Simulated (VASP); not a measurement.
# AgB2 (P6/mmm) in VASP: a series of runs

Aim: see how the results for AgB2 move with the level of theory and the settings. Levels: revPBE, PBE+D3(BJ). Tasks: single point.

All numbers are computed with VASP 6.6.1; they aren't measurements. Logs are shortened: lines on timing, memory, paths and dates and some standing lists are left out, and cuts for length are marked.

**1. The cell of the first run**

It takes space group P6/mmm (No. 191, hexagonal). The conventional cell has a = 3.007 Å, b = 3.007 Å, c = 4.046 Å, α = 90.00°, β = 90.00°, γ = 120.00°. Within 3.5 Å of Ag (site symmetry 6/mmm) lie 12 B at 2.67 Å and 6 Ag at 3.01 Å. B (site symmetry -6m2) has 3 B at 1.74 Å within 2.3 Å.

**2. Single point, revPBE**

Contents of INCAR:

```
SYSTEM = AgB2
ALGO = Normal ; EDIFF = 1E-6
ENCUT = 520 ; GGA = RE
ISIF = 2 ; ISMEAR = 0
LASPH = .TRUE. ; LCHARG = .FALSE.
LREAL = .FALSE. ; LWAVE = .FALSE.
NBANDS = 16 ; NELM = 80
PREC = Accurate ; SIGMA = 0.05
```

Contents of KPOINTS:

```
k-points
0
G
  10 10 8
  0 0 0
```

Contents of POSCAR:

```
AgB2
1.0
    3.0068476138      0.0000000000      0.0000000000
   -1.5034238069      2.6040064189      0.0000000000
    0.0000000000      0.0000000000      4.0457655702
Ag B
1 2
Direct
    0.0000000000      0.0000000000      0.0000000000
    0.3333333333      0.6666666667      0.5000000000
    0.6666666667      0.3333333333      0.5000000000
```

Potentials or basis: VASP PAW PBE potentials, release 64 (Ag, B).

Launch:

```console
> cat potpaw_PBE.64/Ag/POTCAR potpaw_PBE.64/B/POTCAR > POTCAR
> mpirun -np 1 vasp_std > vasp.out
```

OUTCAR:

```text
SYSTEM = AgB2
   EDIFF = 1E-6
   ENCUT = 520
   GGA = RE
   ISIF = 2
   ISMEAR = 0
   LASPH = .TRUE.
   LREAL = .FALSE.
   NELM = 80
   PREC = Accurate

 ion  position               nearest neighbor table
   1  0.000  0.000  0.000-   2 2.67   3 2.67   2 2.67   3 2.67   3 2.67   3 2.67   2 2.67   2 2.67
                             3 2.67   3 2.67   2 2.67   2 2.67
   2  0.333  0.667  0.500-   3 1.74   3 1.74   3 1.74   1 2.67   1 2.67   1 2.67   1 2.67   1 2.67
                             1 2.67
   3  0.667  0.333  0.500-   2 1.74   2 1.74   2 1.74   1 2.67   1 2.67   1 2.67   1 2.67   1 2.67
                             1 2.67

  LATTYP: Found a hexagonal cell.
 ALAT       =     3.0068476138
 C/A-ratio  =     1.3455173291

  Lattice vectors:

 A1 = (   3.0068476138,   0.0000000000,   0.0000000000)
 A2 = (  -1.5034238069,   2.6040064189,   0.0000000000)
 A3 = (   0.0000000000,   0.0000000000,   4.0457655702)

Analysis of symmetry for initial positions (statically):
=====================================================================
 Subroutine PRICEL returns:
 Original cell was already a primitive cell.

 Routine SETGRP: Setting up the symmetry group for a
 hexagonal supercell.

 Subroutine GETGRP returns: Found 24 space group operations
 (whereof 24 operations were pure point group operations)
 out of a pool of 24 trial point group operations.

The static configuration has the point symmetry D_6h.

Analysis of symmetry for dynamics (positions and initial velocities):
=====================================================================
 Subroutine PRICEL returns:
 Original cell was already a primitive cell.

 Routine SETGRP: Setting up the symmetry group for a
 hexagonal supercell.

 Subroutine GETGRP returns: Found 24 space group operations
 (whereof 24 operations were pure point group operations)
 out of a pool of 24 trial point group operations.

The dynamic configuration has the point symmetry D_6h.

 Subroutine INISYM returns: Found 24 space group operations
 (whereof 24 operations are pure point group operations),
 and found     1 'primitive' translations

----------------------------------------------------------------------------------------

                                     Primitive cell

  volume of cell :      31.6777

  direct lattice vectors                    reciprocal lattice vectors
     3.006847614  0.000000000  0.000000000     0.332574220  0.192011815  0.000000000
    -1.503423807  2.604006419  0.000000000     0.000000000  0.384023631  0.000000000
     0.000000000  0.000000000  4.045765570     0.000000000  0.000000000  0.247172008

  length of vectors
     3.006847614  3.006847614  4.045765570     0.384023631  0.384023631  0.247172008

  position of ions in fractional coordinates (direct lattice)
     0.000000000  0.000000000  0.000000000
     0.333333333  0.666666667  0.500000000
     0.666666667  0.333333333  0.500000000

  ion indices of the primitive-cell ions
   primitive index   ion index
                 1           1
                 2           2
                 3           3

----------------------------------------------------------------------------------------

 KPOINTS: k-points

Automatic generation of k-mesh.
 Grid dimensions read from file:
 generate k-points for:   10   10    8

 Generating k-lattice:

  Cartesian coordinates                     Fractional coordinates (reciprocal lattice)
     0.033257422  0.019201182  0.000000000     0.100000000  0.000000000  0.000000000
     0.000000000  0.038402363  0.000000000     0.000000000  0.100000000  0.000000000
     0.000000000  0.000000000  0.030896501     0.000000000  0.000000000  0.125000000

  Length of vectors
     0.038402363  0.038402363  0.030896501

  Shift w.r.t. Gamma in fractional coordinates (k-lattice)
     0.000000000  0.000000000  0.000000000

 Subroutine IBZKPT returns following result:
 ===========================================

 Found     70 irreducible k-points:

 Following reciprocal coordinates:
            Coordinates               Weight
  0.000000  0.000000  0.000000      1.000000
  0.100000  0.000000  0.000000      6.000000
  0.200000  0.000000  0.000000      6.000000
  0.300000  0.000000  0.000000      6.000000
  0.400000  0.000000  0.000000      6.000000
  0.500000  0.000000  0.000000      3.000000
[... 16 lines left out ...]
  0.300000  0.100000  0.125000     24.000000
  0.400000  0.100000  0.125000     24.000000
 [... further k-points ...]
   k-points           NKPTS =     70   k-points in BZ     NKDIM =     70   number of bands    NBANDS=     16
   number of dos      NEDOS =    301   number of ions     NIONS =      3
   total plane-waves  NPLWV =  17280
   dimension x,y,z NGX =    24 NGY =   24 NGZ =   30
   dimension x,y,z NGXF=    48 NGYF=   48 NGZF=   60
   ions per type =               1   2
   NGX,Y,Z   is equivalent  to a cutoff of  13.27, 13.27, 12.33 a.u.
   NGXF,Y,Z  is equivalent  to a cutoff of  26.54, 26.54, 24.65 a.u.
 SYSTEM =  AgB2
   PREC   = accura    normal or accurate (medium, high low for compatibility)
   ISTART =      0    job   : 0-new  1-cont  2-samecut
   ICHARG =      2    charge: 1-file 2-atom 10-const
   ISPIN  =      1    spin polarized calculation?
   LNONCOLLINEAR =      F non collinear calculations
   LSORBIT =      F    spin-orbit coupling
   LASPH  =      T    aspherical Exc in radial PAW
   ENCUT  =  520.0 eV  38.22 Ry    6.18 a.u.   5.59  5.59  7.52*2*pi/ulx,y,z
   NELM   =     80;   NELMIN=  2; NELMDL= -5     # of ELM steps
   EDIFF  = 0.1E-05   stopping-criterion for ELM
   LREAL  =      F    real-space projection
   EDIFFG = 0.1E-04   stopping-criterion for IOM
   NSW    =      0    number of steps for IOM
   IBRION =     -1    ionic relax: 0-MD 1-quasi-New 2-CG
   NFREE  =      0    steps in history (QN), initial steepest desc. (CG)
   ISIF   =      2    stress and relaxation
   ISYM   =      2    0-nonsym 1-usesym 2-fastsym
   POTIM  = 0.5000    time-step for ionic-motion
   TEBEG  =    0.0;   TEEND  =   0.0 temperature during run
   PSTRESS=    0.0 pullay stress
   NELECT =      17.0000    total number of electrons
   NUPDOWN=      -1.0000    fix difference up-down
   EMIN   =  10.00;   EMAX   =-10.00  energy-range for DOS
   EFERMI =   0.00;   METHOD = LEGACY
   ISMEAR =     0;   SIGMA  =   0.05  broadening in eV -4-tet -1-fermi 0-gaus
   EFERMI_NEDOS =   21; number of points for ismear=-14 and -15
   IALGO  =     38    algorithm
   IMIX   =      4    mixing-type and parameters
     AMIX     =   0.40;   BMIX     =  1.00
     AMIX_MAG =   1.60;   BMIX_MAG =  1.00
  volume/ion in A,a.u.               =      10.56        71.26
  Fermi-wavevector in a.u.,A,eV,Ry     =   1.330372  2.514038 24.080809  1.769890
  Thomas-Fermi vector in A             =   2.459464
   LORBIT       =      0    0 simple, 1 ext, 2 COOP (PROOUT), +10 PAW based schemes
   GGA     = RE    functional components
   LHFCALC =     F    Hartree Fock is set to
   AEXX    =    0.0000 exact exchange contribution
   IVDW    =     0    specifies the selected vdW correction
   LEPSILON=     F    determine dielectric tensor
   LRPA    =     F    only Hartree local field effects (RPA)
 non-spin polarized calculation
 Gauss-broadening in eV      SIGMA  =   0.05
  energy-cutoff  :      520.00
  volume of cell :       31.68
 maximum number of plane-waves:       891
 NGX is ok and might be reduce to    24
   NGX = 11   NGY = 11   NGZ = 15

 number of electron      16.9999992 magnetization

 Free energy of the ion-electron system (eV)
  ---------------------------------------------------
  ext. energy  EPLUGINS =         0.00000000
  ---------------------------------------------------
  free energy    TOTEN  =       -13.68464422 eV

  energy without entropy =      -13.68362276  energy(sigma->0) =      -13.68413349

 E-fermi :   7.2663     XC(G=0): -12.0099

 val. band max:        7.2548767484   @ k =   0.2000   0.0000   0.0000
 cond. band min:       7.2893534827   @ k =   0.1000   0.1000   0.0000
 fundamental gap:      0.0344767343
 Fermi energy:         7.2663354201

 k-point     1 :       0.0000    0.0000    0.0000
  band No.  band energies     occupation
      1      -4.9201      2.00000
      2       1.5823      2.00000
      3       2.4840      2.00000
      4       2.4840      2.00000
      5       3.4417      2.00000
      6       3.4417      2.00000
[... 8 lines left out ...]
     15      23.9993      0.00000
     16      25.1989      0.00000

 k-point     2 :       0.1000    0.0000    0.0000
  band No.  band energies     occupation
      1      -4.7365      2.00000
      2       1.7134      2.00000
      3       2.3850      2.00000
      4       2.5999      2.00000
      5       2.6745      2.00000
      6       3.4145      2.00000
[... 8 lines left out ...]
     15      24.5349      0.00000
     16      24.5807      0.00000

 k-point     3 :       0.2000    0.0000    0.0000
  band No.  band energies     occupation
      1      -4.1934      2.00000
      2       1.9023      2.00000
      3       2.0945      2.00000
      4       2.2355      2.00000
      5       2.9211      2.00000
      6       3.3437      2.00000
[... 8 lines left out ...]
     15      22.9158      0.00000
     16      23.6870      0.00000

 k-point     4 :       0.3000    0.0000    0.0000
  band No.  band energies     occupation
      1      -3.3142      2.00000
      2       1.5637      2.00000
      3       1.6975      2.00000
      4       2.2485      2.00000
      5       3.2577      2.00000
      6       3.3664      2.00000
[... 8 lines left out ...]
     15      21.3022      0.00000
     16      23.1152      0.00000
[... 324 lines left out ...]
 k-point    22 :       0.2000    0.1000    0.1250
  band No.  band energies     occupation
      1      -3.5845      2.00000
      2       1.6611      2.00000
      3       1.9623      2.00000
      4       2.2565      2.00000
      5       3.1289      2.00000
      6       3.2546      2.00000
[... 8 lines left out ...]
     15      20.1280      0.00000
     16      23.1451      0.00000

 k-point    23 :       0.3000    0.1000    0.1250
  band No.  band energies     occupation
      1      -2.5812      2.00000
      2       1.1138      2.00000
      3       1.7777      2.00000
      4       2.1856      2.00000
      5       2.9678      2.00000
      6       3.5892      2.00000
[... 8 lines left out ...]
     15      20.5804      0.00000
     16      22.1937      0.00000

 k-point    24 :       0.4000    0.1000    0.1250
  band No.  band energies     occupation
      1      -1.3325      2.00000
      2       0.0327      2.00000
      3       1.7238      2.00000
      4       1.8444      2.00000
      5       2.8503      2.00000
      6       3.8585      2.00000
[... 8 lines left out ...]
     15      21.0822      0.00000
     16      23.1062      0.00000

 [... further k-points ...]

------------------------ aborting loop because EDIFF is reached ----------------------------------------

  FORCE on cell =-STRESS in cart. coord.  units (eV):
  Direction    XX          YY          ZZ          XY          YZ          ZX
  --------------------------------------------------------------------------------------
  -------------------------------------------------------------------------------------
  Total        1.0205642      1.0205642      0.9876072      0.0000000     -0.0000000      0.0000000
  in kB       51.6174712     51.6174712     49.9505949      0.0000000     -0.0000000      0.0000000
  external PRESSURE =      51.0618457 kB  Pullay stress =       0.0000000 kB

 VOLUME and BASIS-vectors are now :
 -----------------------------------------------------------------------------
  energy-cutoff  :      520.00
  volume of cell :       31.68
      direct lattice vectors                 reciprocal lattice vectors
     3.006847614  0.000000000  0.000000000     0.332574220  0.192011815  0.000000000
    -1.503423807  2.604006419  0.000000000     0.000000000  0.384023631  0.000000000
     0.000000000  0.000000000  4.045765570     0.000000000  0.000000000  0.247172008

 POSITION                                       TOTAL-FORCE (eV/Angst)
 -----------------------------------------------------------------------------------
      0.00000      0.00000      0.00000         0.000000      0.000000      0.000000
     -0.00000      1.73600      2.02288        -0.000000      0.000000     -0.000000
      1.50342      0.86800      2.02288         0.000000     -0.000000      0.000000
 -----------------------------------------------------------------------------------
    total drift:                               -0.000000      0.000000     -0.000000

  FREE ENERGIE OF THE ION-ELECTRON SYSTEM (eV)
  ---------------------------------------------------
  free  energy   TOTEN  =       -13.6846442160 eV

  energy  without entropy=      -13.6836227644  energy(sigma->0) =      -13.68413349
```

Wall time 56 s (1 thread of AMD EPYC 7R13, shared host); peak memory 0.14 GiB.

What came out:

```
Free energy : -13.6846 eV
Pressure    : 5.1 GPa
```

Caveat: the PAW data sets were made with another functional, which shifts forces and pressure a little.

**3. Single point, revPBE (volume scaled by 0.96)**

Contents of INCAR:

```
ALGO     = Normal         # electronic algorithm
EDIFF    = 1E-6           # SCF threshold, eV
ENCUT    = 520            # plane-wave cutoff, eV
GGA      = RE             # functional
ISIF     = 2              # what is computed and relaxed
ISMEAR   = 0              # smearing method
LASPH    = T              # aspherical terms in the spheres
LCHARG   = T              # write CHGCAR
LELF     = T              # ELF
LREAL    = F              # projectors in reciprocal space
LVHAR    = T            
LWAVE    = F              # write WAVECAR
NBANDS   = 16             # bands
NELM     = 80             # most SCF steps
PREC     = Accurate       # precision mode
SIGMA    = 0.05           # smearing width, eV
```

Contents of KPOINTS:

```
k-points
0
Gamma
  10 10 8
```

Contents of POSCAR:

```
AgB2
1.0
    3.0041558676      0.0000000000      0.0000000000
   -1.5020779338      2.6016752983      0.0000000000
    0.0000000000      0.0000000000      4.0341397592
Ag B
1 2
Direct
    0.0000000000      0.0000000000      0.0000000000
    0.3333333333      0.6666666667      0.5000000000
    0.6666666667      0.3333333333      0.5000000000
```

Potentials or basis: VASP PAW PBE potentials, release 64 (Ag, B).

Launch:

```console
> cat potpaw_PBE.64/Ag/POTCAR potpaw_PBE.64/B/POTCAR > POTCAR
> mpirun -np 1 vasp_std > vasp.out
```

Wall time 55 s (1 thread of AMD EPYC 7R13, shared host); peak memory 0.14 GiB.

Results (log left out):

| Quantity | Value |
| --- | --- |
| Free energy | -13.6796 eV |
| Pressure | 5.8 GPa |

Stress tensor (GPa, compression positive):
```
5.83 0.00 0.00
0.00 5.83 0.00
0.00 0.00 5.75
```

Levels at points of the mesh, in eV from the Fermi level:
```tsv
k point	band 5	band 6	band 7	band 8	band 9	band 10	band 11	band 12
(0.00, 0.00, 0.00)	-3.84	-3.84	-3.82	1.30	1.30	1.42	7.59	7.59
(0.50, 0.00, 0.00)	-4.12	-3.28	-2.63	-1.71	2.52	2.99	4.03	6.08
(0.00, 0.00, 0.50)	-4.68	-3.98	-3.98	0.98	0.98	7.69	8.79	8.79
(0.50, 0.00, 0.50)	-3.98	-3.27	-2.62	-2.60	-0.33	1.44	6.47	9.52
```

Caveat: the PAW data sets were made with another functional, which shifts forces and pressure a little.

(Part 1 of 2 ends here.)
